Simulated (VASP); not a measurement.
# GeCN2 (R-3m) in VASP: further runs

Aim: see how the results for GeCN2 move with the level of theory and the settings. Levels: PBE, LDA. Tasks: single point.

All numbers are computed with VASP 6.6.1; they aren't measurements. Logs are shortened: lines on timing, memory, paths and dates and some standing lists are left out, and cuts for length are marked.

## 1. The cell of the first run

Symmetry: R-3m, No. 166, trigonal system. The conventional cell has a = 3.588 Å, b = 3.588 Å, c = 14.766 Å, α = 90.00°, β = 90.00°, γ = 120.00°. Within 3.2 Å of Ge (site symmetry -3m) lie 6 N at 2.40 Å. N (site symmetry 3m) has 1 C at 1.24 Å within 1.7 Å. Within 1.7 Å of C (site symmetry -3m) lie 2 N at 1.24 Å.

## 2. Single point, PBE

Contents of INCAR:

```
SYSTEM = GeCN2
PREC     = Accurate       ! precision mode
ENCUT    = 520            ! plane-wave cutoff, eV
EDIFF    = 1E-6           ! SCF threshold, eV
ISMEAR   = -1             ! smearing method
SIGMA    = 0.05           ! smearing width, eV
LREAL    = .FALSE.        ! projectors in reciprocal space
LASPH    = .TRUE.         ! aspherical terms in the spheres
NELM     = 60             ! most SCF steps
ALGO     = Normal         ! electronic algorithm
ISIF     = 2              ! what is computed and relaxed
LWAVE    = .FALSE.        ! write WAVECAR
LCHARG   = .FALSE.        ! write CHGCAR
GGA      = PE             ! functional
NBANDS   = 22             ! bands
```

Contents of KPOINTS:

```
regular mesh
0
G
  5 5 5
  0 0 0
```

Contents of POSCAR:

```
GeCN2
1.0
    1.7937903697      1.0356453528      4.9219572124
   -1.7937903697      1.0356453528      4.9219572124
    0.0000000000     -2.0712907056      4.9219572124
Ge N C
1 2 1
Direct
    0.0000000000      0.0000000000      0.0000000000
    0.5839044000      0.5839044000      0.5839044000
    0.4160956000      0.4160956000      0.4160956000
    0.5000000000      0.5000000000      0.5000000000
```

Potentials or basis: VASP PAW PBE potentials, release 64 (Ge_d, N, C).

Command:

```console
$ cat potpaw_PBE.64/Ge_d/POTCAR potpaw_PBE.64/N/POTCAR potpaw_PBE.64/C/POTCAR > POTCAR
$ mpirun -np 1 vasp_std > vasp.out
```

OUTCAR:

```text
SYSTEM = GeCN2
   PREC = Accurate
   ENCUT = 520
   EDIFF = 1E-6
   ISMEAR = -1
   LREAL = .FALSE.
   LASPH = .TRUE.
   NELM = 60
   ISIF = 2
   GGA = PE

 ion  position               nearest neighbor table
   1  0.000  0.000  0.000-
   2  0.584  0.584  0.584-   4 1.24
   3  0.416  0.416  0.416-   4 1.24
   4  0.500  0.500  0.500-   2 1.24   3 1.24

  LATTYP: Found a trigonal (rhomboedric) cell.
 ALAT       =     5.3400288377
 COS(alpha) =     0.7743235887

  Lattice vectors:

 A1 = (   1.7937903697,   1.0356453528,   4.9219572124)
 A2 = (  -1.7937903697,   1.0356453528,   4.9219572124)
 A3 = (   0.0000000000,  -2.0712907056,   4.9219572124)

Analysis of symmetry for initial positions (statically):
=====================================================================
 Subroutine PRICEL returns:
 Original cell was already a primitive cell.

 Routine SETGRP: Setting up the symmetry group for a
 trigonal (rhombohedral) supercell.

 Subroutine GETGRP returns: Found 12 space group operations
 (whereof 12 operations were pure point group operations)
 out of a pool of 12 trial point group operations.

The static configuration has the point symmetry D_3d.

Analysis of symmetry for dynamics (positions and initial velocities):
=====================================================================
 Subroutine PRICEL returns:
 Original cell was already a primitive cell.

 Routine SETGRP: Setting up the symmetry group for a
 trigonal (rhombohedral) supercell.

 Subroutine GETGRP returns: Found 12 space group operations
 (whereof 12 operations were pure point group operations)
 out of a pool of 12 trial point group operations.

The dynamic configuration has the point symmetry D_3d.

 Subroutine INISYM returns: Found 12 space group operations
 (whereof 12 operations are pure point group operations),
 and found     1 'primitive' translations

----------------------------------------------------------------------------------------

                                     Primitive cell

  volume of cell :      54.8620

  direct lattice vectors                    reciprocal lattice vectors
     1.793790370  1.035645353  4.921957212     0.278739371  0.160930251  0.067723737
    -1.793790370  1.035645353  4.921957212    -0.278739371  0.160930251  0.067723737
[... 74 lines left out ...]
   PREC   = accura    normal or accurate (medium, high low for compatibility)
   ISTART =      0    job   : 0-new  1-cont  2-samecut
   ICHARG =      2    charge: 1-file 2-atom 10-const
   ISPIN  =      1    spin polarized calculation?
   LNONCOLLINEAR =      F non collinear calculations
   LSORBIT =      F    spin-orbit coupling
   LASPH  =      T    aspherical Exc in radial PAW
   ENCUT  =  520.0 eV  38.22 Ry    6.18 a.u.   9.93  9.93  9.93*2*pi/ulx,y,z
   NELM   =     60;   NELMIN=  2; NELMDL= -5     # of ELM steps
   EDIFF  = 0.1E-05   stopping-criterion for ELM
   LREAL  =      F    real-space projection
   EDIFFG = 0.1E-04   stopping-criterion for IOM
   NSW    =      0    number of steps for IOM
   IBRION =     -1    ionic relax: 0-MD 1-quasi-New 2-CG
   NFREE  =      0    steps in history (QN), initial steepest desc. (CG)
   ISIF   =      2    stress and relaxation
   ISYM   =      2    0-nonsym 1-usesym 2-fastsym
   POTIM  = 0.5000    time-step for ionic-motion
   TEBEG  =    0.0;   TEEND  =   0.0 temperature during run
   PSTRESS=    0.0 pullay stress
   NELECT =      28.0000    total number of electrons
   NUPDOWN=      -1.0000    fix difference up-down
   EMIN   =  10.00;   EMAX   =-10.00  energy-range for DOS
   EFERMI =   0.00;   METHOD = LEGACY
   ISMEAR =    -1;   SIGMA  =   0.05  broadening in eV -4-tet -1-fermi 0-gaus
   EFERMI_NEDOS =   21; number of points for ismear=-14 and -15
   IALGO  =     38    algorithm
   IMIX   =      4    mixing-type and parameters
     AMIX     =   0.40;   BMIX     =  1.00
     AMIX_MAG =   1.60;   BMIX_MAG =  1.00
  volume/ion in A,a.u.               =      13.72        92.56
  Fermi-wavevector in a.u.,A,eV,Ry     =   1.308289  2.472307 23.287992  1.711619
  Thomas-Fermi vector in A             =   2.438966
   LORBIT       =      0    0 simple, 1 ext, 2 COOP (PROOUT), +10 PAW based schemes
   GGA     = PE    functional components
[... 5 lines left out ...]
 non-spin polarized calculation
  energy-cutoff  :      520.00
  volume of cell :       54.86
 maximum number of plane-waves:      1497
   NGX = 19   NGY = 19   NGZ = 19

 number of electron      28.0000006 magnetization

 Free energy of the ion-electron system (eV)
  ---------------------------------------------------
  ext. energy  EPLUGINS =         0.00000000
  ---------------------------------------------------
  free energy    TOTEN  =       -29.16842927 eV

  energy without entropy =      -29.16842920  energy(sigma->0) =      -29.16842923

 E-fermi :   4.0473     XC(G=0):  -9.6732

 val. band max:        3.2853140747   @ k =  -0.4000   0.4000   0.4000
 cond. band min:       4.7270269278   @ k =   0.4000   0.4000   0.4000
 fundamental gap:      1.4417128531
 Fermi energy:         4.0472973410

 k-point     1 :       0.0000    0.0000    0.0000
  band No.  band energies     occupation
      1     -21.2051      2.00000
      2     -21.2012      2.00000
      3     -21.2012      2.00000
      4     -21.1914      2.00000
      5     -21.1914      2.00000
      6     -15.7164      2.00000
[... 464 lines left out ...]
     21      13.2036      0.00000
     22      14.2203      0.00000

------------------------ aborting loop because EDIFF is reached ----------------------------------------

  FORCE on cell =-STRESS in cart. coord.  units (eV):
  Direction    XX          YY          ZZ          XY          YZ          ZX
  --------------------------------------------------------------------------------------
  -------------------------------------------------------------------------------------
  Total       -0.0352803     -0.0352803      0.1665695     -0.0000000     -0.0000000      0.0000000
  in kB       -1.0303164     -1.0303164      4.8644565     -0.0000000     -0.0000000      0.0000000
  external PRESSURE =       0.9346079 kB  Pullay stress =       0.0000000 kB

 VOLUME and BASIS-vectors are now :
 -----------------------------------------------------------------------------
  energy-cutoff  :      520.00
  volume of cell :       54.86
      direct lattice vectors                 reciprocal lattice vectors
     1.793790370  1.035645353  4.921957212     0.278739371  0.160930251  0.067723737
    -1.793790370  1.035645353  4.921957212    -0.278739371  0.160930251  0.067723737
     0.000000000 -2.071290706  4.921957212     0.000000000 -0.321860502  0.067723737

 POSITION                                       TOTAL-FORCE (eV/Angst)
 -----------------------------------------------------------------------------------
      0.00000      0.00000      0.00000        -0.000000     -0.000000      0.000000
      0.00000      0.00000      8.62186        -0.000000      0.000000      0.078145
      0.00000      0.00000      6.14401        -0.000000     -0.000000     -0.078145
      0.00000      0.00000      7.38294         0.000000     -0.000000     -0.000000
 -----------------------------------------------------------------------------------
    total drift:                               -0.000000      0.000000     -0.000000

  FREE ENERGIE OF THE ION-ELECTRON SYSTEM (eV)
  ---------------------------------------------------
  free  energy   TOTEN  =       -29.1684292660 eV

  energy  without entropy=      -29.1684292037  energy(sigma->0) =      -29.16842923
```

stdout:

```text
POSCAR found type information on POSCAR GeN C
 POSCAR found :  3 types and       4 ions
 scaLAPACK will be used
 LDA part: xc-table for (Slater+PW92), standard interpolation
 POSCAR, INCAR and KPOINTS ok, starting setup
 FFT: planning ... GRIDC
 FFT: planning ... GRID_SOFT
 FFT: planning ... GRID
 WAVECAR not read
 entering main loop
```

Wall time 19 s (1 thread of Intel Xeon 6975P-C (Granite Rapids), shared host); peak memory 0.24 GiB.

Results:

```yaml
Free_energy: -29.1684 eV
Pressure: 0.1 GPa
Largest_force: 0.078 eV/Å
Band_gap_on_the_k_mesh: 1.44 eV, indirect (least direct gap 2.21 eV)
```

Forces on the atoms (eV/Å):
```
Ge   0.000  0.000  0.000
N    0.000  0.000  0.078
N    0.000  0.000 -0.078
C    0.000  0.000  0.000
```

Levels at points of the mesh, in eV from the valence-band top:
| k point | band 12 | band 13 | band 14 | band 15 | band 16 | band 17 |
| --- | --- | --- | --- | --- | --- | --- |
| (0.00, 0.00, 0.00) | -1.88 | -1.64 | -1.64 | 2.77 | 3.51 | 3.51 |

A k mesh can miss the band edges. As with any semilocal functional, this PBE gap is likely too small.

## 3. Single point, LDA

Contents of INCAR:

```
ALGO     = Normal         # electronic algorithm
EDIFF    = 1E-6           # SCF threshold, eV
ENCUT    = 520            # plane-wave cutoff, eV
ISIF     = 2              # what is computed and relaxed
ISMEAR   = -1             # smearing method
LASPH    = T              # aspherical terms in the spheres
LCHARG   = F              # write CHGCAR
LREAL    = F              # projectors in reciprocal space
LWAVE    = F              # write WAVECAR
NBANDS   = 22             # bands
NELM     = 60             # most SCF steps
PREC     = Accurate       # precision mode
SIGMA    = 0.05           # smearing width, eV
```

Contents of KPOINTS:

```
k-points
0
Gamma
  9 9 9
```

POSCAR is that of step 2.

Potentials or basis: VASP PAW LDA potentials, release 64 (Ge_d, N, C).

Command:

```console
$ cat potpaw_LDA.64/Ge_d/POTCAR potpaw_LDA.64/N/POTCAR potpaw_LDA.64/C/POTCAR > POTCAR
$ mpirun -np 1 vasp_std > vasp.out
```

Wall time 79 s (1 thread of Intel Xeon Platinum 8488C (Sapphire Rapids), shared host); peak memory 0.26 GiB.

It converged, with:

```yaml
Free_energy: -32.1660 eV
Pressure: -6.4 GPa
Largest_force: 0.186 eV/Å
Band_gap_on_the_k_mesh: 0.95 eV, indirect (least direct gap 1.75 eV)
```

Forces on the atoms (eV/Å):
```
Ge   0.000  0.000  0.000
N    0.000  0.000 -0.186
N    0.000  0.000  0.186
C    0.000  0.000  0.000
```

Stress tensor (GPa, compression positive):
```
-5.67  0.00  0.00
 0.00 -5.67  0.00
 0.00  0.00 -7.91
```

Levels at points of the mesh, in eV from the valence-band top:
```tsv
k point	band 12	band 13	band 14	band 15	band 16	band 17
(0.00, 0.00, 0.00)	-1.98	-1.84	-1.84	2.47	3.23	3.23
```

## 4. Single point, PBE

Contents of INCAR:

```
PREC = Accurate
ENCUT = 520
EDIFF = 1E-7
ISMEAR = -1
SIGMA = 0.05
LREAL = F
LASPH = T
NELM = 100
ALGO = Normal
ISIF = 2
LWAVE = F
LCHARG = T
GGA = PE
LELF = T
LVHAR = T
NBANDS = 22
```

Contents of KPOINTS:

```
regular mesh
0
Gamma
  9 9 9
```

POSCAR is that of step 3.

Potentials or basis: VASP PAW PBE potentials, release 64 (Ge_d, N, C).

Command:

```console
$ cat potpaw_PBE.64/Ge_d/POTCAR potpaw_PBE.64/N/POTCAR potpaw_PBE.64/C/POTCAR > POTCAR
$ mpirun -np 1 vasp_std > vasp.out
```

It took 1.7 min on 1 thread of Intel Xeon Platinum 8488C (Sapphire Rapids), shared host; peak memory 0.29 GiB.

The run converged. Its results:

| Quantity | Value |
| --- | --- |
| Free energy | -29.1659 eV |
| Pressure | 0.2 GPa |
| Largest force | 0.074 eV/Å |
| Band gap on the k mesh | 1.12 eV, indirect (least direct gap 1.96 eV) |

Forces on the atoms (eV/Å):
```
Ge   0.000  0.000  0.000
N    0.000  0.000  0.074
N    0.000  0.000 -0.074
C    0.000  0.000  0.000
```

Stress tensor (GPa, compression positive):
```
-0.01  0.00  0.00
 0.00 -0.01  0.00
 0.00  0.00  0.49
```

Levels at points of the mesh, in eV from the valence-band top:
| k point | band 11 | band 12 | band 13 | band 14 | band 15 | band 16 | band 17 | band 18 |
| --- | --- | --- | --- | --- | --- | --- | --- | --- |
| (0.00, 0.00, 0.00) | -5.17 | -2.11 | -1.88 | -1.88 | 2.53 | 3.28 | 3.28 | 5.09 |

## 5. Single point, LDA (volume scaled by 0.94)

Contents of INCAR:

```
PREC     = Accurate       # precision mode
ENCUT    = 520            # plane-wave cutoff, eV
EDIFF    = 1E-6           # SCF threshold, eV
ISMEAR   = -1             # smearing method
SIGMA    = 0.05           # smearing width, eV
LREAL    = False          # projectors in reciprocal space
LASPH    = True           # aspherical terms in the spheres
NELM     = 80             # most SCF steps
ALGO     = Normal         # electronic algorithm
ISIF     = 2              # what is computed and relaxed
LWAVE    = False          # write WAVECAR
LCHARG   = False          # write CHGCAR
NBANDS   = 22             # bands
```

KPOINTS is that of step 4.

Contents of POSCAR:

```
GeCN2
1.0
    1.7571721281      1.0145038012      4.8214809130
   -1.7571721281      1.0145038012      4.8214809130
    0.0000000000     -2.0290076023      4.8214809130
Ge N C
1 2 1
Direct
    0.0000000000      0.0000000000      0.0000000000
    0.5839044000      0.5839044000      0.5839044000
    0.4160956000      0.4160956000      0.4160956000
    0.5000000000      0.5000000000      0.5000000000
```

Potentials or basis: VASP PAW LDA potentials, release 64 (Ge_d, N, C).

Command:

```console
$ cat potpaw_LDA.64/Ge_d/POTCAR potpaw_LDA.64/N/POTCAR potpaw_LDA.64/C/POTCAR > POTCAR
$ mpirun -np 1 vasp_std > vasp.out
```

It took 67 s on 1 thread of Intel Xeon 6975P-C (Granite Rapids), shared host; peak memory 0.24 GiB.

It converged, with:

```yaml
Free_energy: -32.2103 eV
Pressure: 2.0 GPa
Largest_force: 1.717 eV/Å
Band_gap_on_the_k_mesh: 0.80 eV, indirect (least direct gap 1.48 eV)
```

Forces on the atoms (eV/Å):
```
Ge   0.000  0.000  0.000
N    0.000  0.000  1.717
N    0.000  0.000 -1.717
C    0.000  0.000  0.000
```

Stress tensor (GPa, compression positive):
```
-2.63  0.00  0.00
 0.00 -2.63  0.00
 0.00  0.00 11.40
```

Levels at points of the mesh, in eV from the valence-band top:
```csv
k point,band 11,band 12,band 13,band 14,band 15,band 16,band 17,band 18
"(0.00, 0.00, 0.00)",-5.62,-2.17,-2.17,-1.75,2.44,3.26,3.26,4.67
```

Caveat: forces of over 1 eV/Å act on the atoms, so gaps and moduli don't describe the material at rest.

## 6. Single point, LDA (volume scaled by 0.96)

Contents of INCAR:

```
PREC = Accurate
ENCUT = 520
EDIFF = 1E-6
ISMEAR = -1
SIGMA = 0.05
LREAL = False
LASPH = True
NELM = 80
ALGO = Normal
ISIF = 2
LWAVE = False
LCHARG = False
NBANDS = 22
```

KPOINTS is that of step 5.

Contents of POSCAR:

```
GeCN2
1.0
    1.7695469874      1.0216484295      4.8554361226
   -1.7695469874      1.0216484295      4.8554361226
    0.0000000000     -2.0432968590      4.8554361226
Ge N C
1 2 1
Direct
    0.0000000000      0.0000000000      0.0000000000
    0.5839044000      0.5839044000      0.5839044000
    0.4160956000      0.4160956000      0.4160956000
    0.5000000000      0.5000000000      0.5000000000
```

Potentials or basis: VASP PAW LDA potentials, release 64 (Ge_d, N, C).

Command:

```console
$ cat potpaw_LDA.64/Ge_d/POTCAR potpaw_LDA.64/N/POTCAR potpaw_LDA.64/C/POTCAR > POTCAR
$ mpirun -np 1 vasp_std > vasp.out
```

Wall time 94 s (1 thread of Intel Xeon 6975P-C (Granite Rapids), shared host); peak memory 0.26 GiB.

Results (log left out):

| Quantity | Value |
| --- | --- |
| Free energy | -32.2152 eV |
| Pressure | -1.1 GPa |
| Largest force | 1.038 eV/Å |
| Band gap on the k mesh | 0.86 eV, indirect (least direct gap 1.58 eV) |

Forces in eV/Å, atoms in the order of the input:
```
Ge   0.000  0.000  0.000
N    0.000  0.000  1.038
N    0.000  0.000 -1.038
C    0.000  0.000  0.000
```

Stress tensor (GPa, compression positive):
```
-3.76  0.00  0.00
 0.00 -3.76  0.00
 0.00  0.00  4.33
```

Levels at points of the mesh, in eV from the valence-band top:
```tsv
k point	band 11	band 12	band 13	band 14	band 15	band 16	band 17	band 18
(0.00, 0.00, 0.00)	-5.45	-2.05	-2.05	-1.82	2.45	3.25	3.25	4.69
```

Caveat: forces of over 1 eV/Å act on the atoms, so gaps and moduli don't describe the material at rest. A k mesh can miss the band edges.

## 7. Summary

```csv
level,potentials or basis,cell,k mesh,gap on the mesh (eV),pressure (GPa),largest force (eV/Å)
PBE,"VASP PAW PBE potentials, release 64 (Ge_d, N, C)","a = 5.340 Å, angles 39.3°, 4 atoms",5 × 5 × 5,1.44,0.1,0.08
LDA,"VASP PAW LDA potentials, release 64 (Ge_d, N, C)","a = 5.340 Å, angles 39.3°, 4 atoms",9 × 9 × 9,0.95,-6.4,0.19
PBE,"VASP PAW PBE potentials, release 64 (Ge_d, N, C)","a = 5.340 Å, angles 39.3°, 4 atoms",9 × 9 × 9,1.12,0.2,0.07
LDA,"VASP PAW LDA potentials, release 64 (Ge_d, N, C)","a = 5.231 Å, angles 39.3°, 4 atoms",9 × 9 × 9,0.80,2.0,1.72
LDA,"VASP PAW LDA potentials, release 64 (Ge_d, N, C)","a = 5.268 Å, angles 39.3°, 4 atoms",9 × 9 × 9,0.86,-1.1,1.04
```

Alike in all rows: task single point; no spin polarisation; cutoff (eV) 520; smearing fermi-dirac 0.05 eV.

Caveats: forces of over 1 eV/Å act on the atoms, so gaps and moduli don't describe the material at rest (some runs).

Total energies depend on the potentials used, so only differences within one code and one set of settings carry meaning.
